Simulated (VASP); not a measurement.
# Si16B (a cell with a defect): relaxation of the atoms with PBE

Si16B (a cell with a defect):

```xyz
17
Lattice="0.0000 5.4300 5.4300 5.4300 0.0000 5.4300 5.4300 5.4300 0.0000" Properties=species:S:1:pos:R:3 pbc="T T T"
Si    0.0000    0.0000    0.0000
Si    1.3575    1.3575    1.3575
Si    2.7150    2.7150    0.0000
Si    4.0725    4.0725    1.3575
Si    2.7150    0.0000    2.7150
Si    4.0725    1.3575    4.0725
Si    5.4300    2.7150    2.7150
Si    6.7875    4.0725    4.0725
Si    0.0000    2.7150    2.7150
Si    1.3575    4.0725    4.0725
Si    2.7150    5.4300    2.7150
Si    4.0725    6.7875    4.0725
Si    2.7150    2.7150    5.4300
Si    4.0725    4.0725    6.7875
Si    5.4300    5.4300    5.4300
Si    6.7875    6.7875    6.7875
B     6.8231    6.7613    4.0728
```

```
Program                : VASP 6.6.1
Task                   : relaxation of the atoms
Functional             : PBE
Potentials or basis    : VASP PAW PBE potentials, release 64 (Si, B)
Cutoff                 : 520 eV
k mesh                 : 2 × 2 × 2
Occupations            : gaussian, width 0.02 eV
Spin                   : collinear spin
Starting moments       : [0.0, 0.0, 0.0, 0.0, 0.0, 0.0, 0.0, 0.0, 0.0, 0.0, 0.0, 0.0, 0.0, 0.0, 0.0, 0.0, 1.0] μB
Dipole correction      : no
Further INCAR settings : LREAL = Auto; ALGO = Normal; EDIFF = 1e-06; IBRION = 2; EDIFFG = -0.03; NSW = 80
```

* Energy gained by relaxing: 4.9 meV/atom
* Ionic steps: 6
* Pressure after relaxing: 3.1 GPa
* Largest force after relaxing: 0.021 eV/Å
* Net moment: 0.00 μB per cell
* Valence electrons inside the program's atomic spheres: Si 1.70, 1.69, 1.68, 1.67 (each value once); B 1.59

Forces on the atoms (eV/Å):
```
Si  -0.001 -0.005  0.004
Si  -0.003  0.000  0.004
Si   0.006  0.002  0.004
Si  -0.003  0.002  0.000
Si   0.008 -0.006  0.000
Si  -0.015  0.004 -0.003
Si  -0.003  0.003 -0.003
Si  -0.005  0.012 -0.005
Si   0.016 -0.013  0.004
Si  -0.007  0.005  0.004
Si   0.007 -0.006 -0.003
Si  -0.009  0.005  0.002
Si   0.007 -0.012 -0.004
Si   0.006 -0.004  0.000
Si   0.017 -0.004 -0.004
Si  -0.009  0.008 -0.003
B   -0.013  0.010  0.003
```

The path:
```csv
step,energy change (eV),largest force (eV/Å),pressure (GPa)
1,0.0000,0.6539,2.89
2,-0.0655,0.2534,3.03
3,-0.0793,0.1189,3.17
4,-0.0793,0.1206,3.16
5,-0.0837,0.0350,3.15
6,-0.0840,0.0212,3.15
```

Final structure:
```yaml
crystal:
  lattice:
    - [0.00000, 5.43000, 5.43000]
    - [5.43000, 0.00000, 5.43000]
    - [5.43000, 5.43000, 0.00000]
  atoms:
    - { symbol: Si, position: [0.99939, 0.99984, 0.00120] }
    - { symbol: Si, position: [0.12297, 0.12226, 0.12741] }
    - { symbol: Si, position: [0.99934, 0.99980, 0.49960] }
    - { symbol: Si, position: [0.12524, 0.12475, 0.62497] }
    - { symbol: Si, position: [0.00802, 0.49711, 0.99738] }
    - { symbol: Si, position: [0.12266, 0.62754, 0.12741] }
    - { symbol: Si, position: [0.99952, 0.50099, 0.49978] }
    - { symbol: Si, position: [0.12274, 0.62754, 0.62236] }
    - { symbol: Si, position: [0.49722, 0.00896, 0.99687] }
    - { symbol: Si, position: [0.62723, 0.12248, 0.12738] }
    - { symbol: Si, position: [0.50147, 0.99967, 0.49946] }
    - { symbol: Si, position: [0.62723, 0.12257, 0.62287] }
    - { symbol: Si, position: [0.49752, 0.49686, 0.99712] }
    - { symbol: Si, position: [0.62418, 0.62576, 0.12515] }
    - { symbol: Si, position: [0.49742, 0.49679, 0.50865] }
    - { symbol: Si, position: [0.62726, 0.62753, 0.62256] }
    - { symbol: B, position: [0.36992, 0.38028, 0.87570] }
```

Levels at points of the mesh, in eV from the Fermi level:
Spin up:
| k point | band 31 | band 32 | band 33 | band 34 | band 35 | band 36 |
| --- | --- | --- | --- | --- | --- | --- |
| (0.00, 0.00, 0.00) | -0.36 | -0.35 | -0.34 | 0.17 | 0.20 | 0.22 |
| (0.50, 0.00, 0.00) | -1.20 | -1.03 | -1.03 | -0.16 | 1.04 | 1.07 |
| (0.00, 0.50, 0.00) | -1.19 | -1.04 | -1.04 | -0.10 | 1.05 | 1.08 |
| (0.00, 0.00, 0.50) | -1.19 | -1.04 | -1.03 | -0.12 | 1.03 | 1.09 |
| (0.50, 0.50, 0.50) | -1.20 | -1.04 | -1.03 | -0.13 | 1.03 | 1.09 |
| (0.50, 0.50, 0.00) | -1.70 | -1.60 | -0.65 | 0.33 | 1.08 | 1.19 |
| (0.00, 0.50, 0.50) | -1.70 | -1.60 | -0.65 | 0.33 | 1.09 | 1.18 |
| (0.50, 0.00, 0.50) | -1.70 | -1.60 | -0.65 | 0.33 | 1.09 | 1.19 |
Spin down:
```tsv
k point	band 31	band 32	band 33	band 34	band 35	band 36
(0.00, 0.00, 0.00)	-0.36	-0.35	-0.34	0.17	0.20	0.22
(0.50, 0.00, 0.00)	-1.20	-1.03	-1.03	-0.16	1.04	1.07
(0.00, 0.50, 0.00)	-1.19	-1.04	-1.04	-0.10	1.05	1.08
(0.00, 0.00, 0.50)	-1.19	-1.04	-1.03	-0.12	1.03	1.09
(0.50, 0.50, 0.50)	-1.20	-1.04	-1.03	-0.13	1.03	1.09
(0.50, 0.50, 0.00)	-1.70	-1.60	-0.65	0.33	1.08	1.19
(0.00, 0.50, 0.50)	-1.70	-1.60	-0.65	0.33	1.09	1.18
(0.50, 0.00, 0.50)	-1.70	-1.60	-0.65	0.33	1.09	1.19
```

Wall time 4.5 min on 4 MPI ranks on AMD EPYC 9R14 (Zen 4), with other jobs on the host, peak memory 0.43 GiB a rank.

Caveat: the k points lie up to 0.50 Å⁻¹ apart.
